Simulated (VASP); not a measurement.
Set up this calculation in VASP 6.6.1, as the native input.

| Quantity | Value |
| --- | --- |
| Task | single point |
| Functional | revPBE |
| Dispersion | D4 |
| Potentials or basis | VASP PAW PBE potentials, release 64 (Mg, C) |
| Cutoff | 520 eV |
| k mesh | 7 × 7 × 6 |
| Occupations | gaussian, width 0.01 eV |
| Spin | no spin polarisation |
| Dipole correction | no |
| Further INCAR settings | ALGO = Normal; EDIFF = 1e-06; NBANDS = 19 |

The structure of MgC2 lies in POSCAR:

```
MgC2
1.0
    3.8973815762      0.0000000000      0.0000000000
    0.0000000000      3.8973815762      0.0000000000
    0.0000000000      0.0000000000      4.9196876430
Mg C
2 4
Direct
    0.0000000000      0.0000000000      0.5000000000
    0.5000000000      0.5000000000      0.0000000000
    0.3876550000      0.6123450000      0.5000000000
    0.6123450000      0.3876550000      0.5000000000
    0.8876550000      0.8876550000      0.0000000000
    0.1123450000      0.1123450000      0.0000000000
```

The input as run:

INCAR

```
ALGO = Normal
EDIFF = 1E-6
ENCUT = 520
GGA = RE
ISIF = 2
ISMEAR = 0
IVDW = 13
LASPH = T
LCHARG = T
LELF = T
LREAL = F
LVHAR = T
LWAVE = F
NBANDS = 19
NELM = 80
PREC = Accurate
SIGMA = 0.01
```

KPOINTS

```
k-points
0
Gamma
  7 7 6
```

Potentials or basis: VASP PAW PBE potentials, release 64 (Mg, C).

Run with:

```bash
$ cat potpaw_PBE.64/Mg/POTCAR potpaw_PBE.64/C/POTCAR > POTCAR
$ mpirun -np 1 vasp_std > vasp.out
```

Results of the run:

```
Pressure                   : 11.1 GPa
Largest force              : 1.635 eV/Å
Band gap on the k mesh     : 2.57 eV, indirect (least direct gap 2.98 eV)
Dispersion energy per atom : -0.365 eV
```

Caveat: the PAW data sets were made with another functional, which shifts forces and pressure a little.

Run time: 33 s on 1 thread of Intel(R) Xeon(R) Platinum 8488C (Sapphire Rapids), with other jobs on the host, peak memory 0.2 GiB.
